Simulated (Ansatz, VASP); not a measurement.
**Two plane-wave programs on MnSi7C8**

```
CELL_PARAMETERS angstrom
0.00000 4.35800 4.35800
4.35800 0.00000 4.35800
4.35800 4.35800 0.00000
ATOMIC_POSITIONS crystal
Mn 0.00000 0.00000 0.00000
Si 0.99883 0.99883 0.50117
Si 0.99883 0.50117 0.99883
Si 0.99883 0.50117 0.50117
Si 0.50117 0.99883 0.99883
Si 0.50117 0.99883 0.50117
Si 0.50117 0.50117 0.99883
Si 0.50000 0.50000 0.50000
C 0.13041 0.13041 0.13041
C 0.13041 0.13041 0.60877
C 0.13041 0.60877 0.13041
C 0.12525 0.62492 0.62492
C 0.60877 0.13041 0.13041
C 0.62492 0.12525 0.62492
C 0.62492 0.62492 0.12525
C 0.62492 0.62492 0.62492
```

Alike in both runs: functional PBEsol; k mesh 3 × 3 × 3; occupations gaussian, width 0.05 eV; collinear spin; Hubbard terms Mn d U = 3.5 eV.

Ansatz relaxed the structure, and its values are those at the end. VASP's run is a single point on that final structure, the one shown.

```csv
,VASP,Ansatz
version,VASP 6.6.1,Ansatz 0.2.0
potentials or method,"VASP PAW PBE potentials, release 64 (Mn_pv, Si, C), cutoff 520 eV","scalar-relativistic, plane waves, PAW"
valence electrons in the cell,73,75
```

```tsv
	VASP	Ansatz	Ansatz less VASP
gap on the k mesh at the Fermi level (eV)	none	none	-
pressure (GPa)	4.5	4.5	-0.02
rms of the force components (eV/Å)	0.033	0.002	-0.0308
net moment per atom (μB)	0.19	0.19	0.000
size of the moment on the site where the two differ most (μB)	3.39	3.03	-0.363
```

VASP's potentials were made for PBE, not for PBEsol. Site moments also hang on the region over which each program counts them. The programs project onto different local orbitals, so the same U acts differently, and such runs can settle in different states. A gap of «none» marks a metal or a gap that the smearing closes. VASP's potentials hold 73 valence electrons a cell and Ansatz's 75, so a difference there can come from the potentials and not from the codes. Ansatz's warnings: filled band counts differ across k points, stress scf threshold loose.

The k mesh is coarse, so the values compare programs but aren't converged.
